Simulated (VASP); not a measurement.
IrRh2: relaxation of shape and atoms at fixed volume with PBE

Crystal: IrRh2.

```
Ir Rh
1.0
     2.64661    0.00000    0.00000
    -1.32330    2.29203    0.00000
     0.00000    0.00000   12.82127
Ir Rh
2 4
Direct
  0.33333 0.66667 0.25000
  0.66667 0.33333 0.75000
  0.33333 0.66667 0.91644
  0.33333 0.66667 0.58356
  0.66667 0.33333 0.08356
  0.66667 0.33333 0.41644
```

```json
{
 "Program": "VASP 6.6.1",
 "Task": "relaxation of shape and atoms at fixed volume",
 "Functional": "PBE",
 "Potentials or basis": "VASP PAW PBE potentials, release 64 (Ir, Rh_pv)",
 "Cutoff": "600 eV",
 "k mesh": "18 × 18 × 4",
 "Occupations": "gaussian, width 0.1 eV",
 "Spin": "no spin polarisation",
 "Dipole correction": "no",
 "Further INCAR settings": "ALGO = Fast; EDIFF = 1e-07; IBRION = 2; EDIFFG = -0.01; NSW = 50; ISIF = 4"
}
```

```json
{"Energy gained by relaxing": "2.0 meV/atom", "Ionic steps": "6", "Pressure after relaxing": "34.4 GPa", "Largest force after relaxing": "0.005 eV/Å", "Band gap on the k mesh": "zero (bands 39 and 40 overlap by 2.59 eV)"}
```

Forces on the atoms (eV/Å):
```
Ir   0.000  0.000  0.000
Ir   0.000  0.000  0.000
Rh   0.000  0.000 -0.005
Rh   0.000  0.000  0.005
Rh   0.000  0.000  0.005
Rh   0.000  0.000 -0.005
```

Stress tensor (GPa, compression positive):
```
34.37  0.00  0.00
 0.00 34.37  0.00
 0.00  0.00 34.52
```

The path:
| step | energy change (eV) | largest force (eV/Å) | pressure (GPa) | volume (Å³) |
| --- | --- | --- | --- | --- |
| 1 | 0.0000 | 0.1190 | 34.51 | 77.78 |
| 2 | -0.0118 | 0.0670 | 34.38 | 77.78 |
| 3 | -0.0118 | 0.0622 | 34.38 | 77.78 |
| 4 | -0.0121 | 0.0014 | 34.41 | 77.78 |
| 5 | -0.0121 | 0.0045 | 34.41 | 77.78 |
| 6 | -0.0121 | 0.0052 | 34.42 | 77.78 |

Final structure:
```
Ir Rh
1.0
     2.64653    0.00000    0.00000
    -1.32327    2.29196    0.00000
     0.00000    0.00000   12.82199
Ir Rh
2 4
Cartesian
  0.0000 1.5280 3.2055
  1.3233 0.7640 9.6165
  0.0000 1.5280 11.7544
  0.0000 1.5280 7.4786
  1.3233 0.7640 1.0676
  1.3233 0.7640 5.3434
```

Levels at points of the mesh, in eV from the Fermi level:
| k point | band 36 | band 37 | band 38 | band 39 | band 40 | band 41 |
| --- | --- | --- | --- | --- | --- | --- |
| (0.00, 0.00, 0.00) | -2.30 | -2.30 | -1.26 | -1.26 | -1.18 | -1.18 |
| (0.50, 0.00, 0.00) | 0.61 | 0.63 | 0.65 | 0.68 | 0.86 | 1.29 |
| (0.00, 0.00, 0.50) | -1.95 | -1.95 | -1.95 | -0.88 | -0.88 | -0.51 |
| (0.50, 0.00, 0.50) | 0.25 | 0.58 | 0.58 | 0.64 | 0.64 | 1.38 |

Run time: 79 min on 1 thread of Oxide Virtual Turin-like Processor, on a shared host, peak memory 0.49 GiB.

Caveat: spin-orbit coupling is left out, which moves the levels of the heavy elements.
